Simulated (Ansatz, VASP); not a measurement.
**Two plane-wave programs on CoO**

```
Co O
1.0
     0.00000    2.03713    2.03713
     2.03713    0.00000    2.03713
     2.03713    2.03713    0.00000
Co O
1 1
Direct
  0.00000 0.00000 0.00000
  0.50000 0.50000 0.50000
```

Alike in both runs: task single point; functional PBE; k mesh 14 × 14 × 14; occupations gaussian, width 0.05 eV; no spin polarisation.

```csv
,VASP,Ansatz
version,VASP 6.6.1,Ansatz 0.2.0
potentials or method,"VASP PAW PBE potentials, release 64 (Co, O), cutoff 520 eV","scalar-relativistic, plane waves, PAW"
valence electrons in the cell,15,23
```

|  | VASP | Ansatz | Ansatz less VASP |
| --- | --- | --- | --- |
| gap on the k mesh at the Fermi level (eV) | none | none | - |
| pressure (GPa) | 4.9 | 4.8 | -0.07 |

A gap of «none» marks a metal or a gap that the smearing closes. VASP's potentials hold 15 valence electrons a cell and Ansatz's 23, so a difference there can come from the potentials and not from the codes.
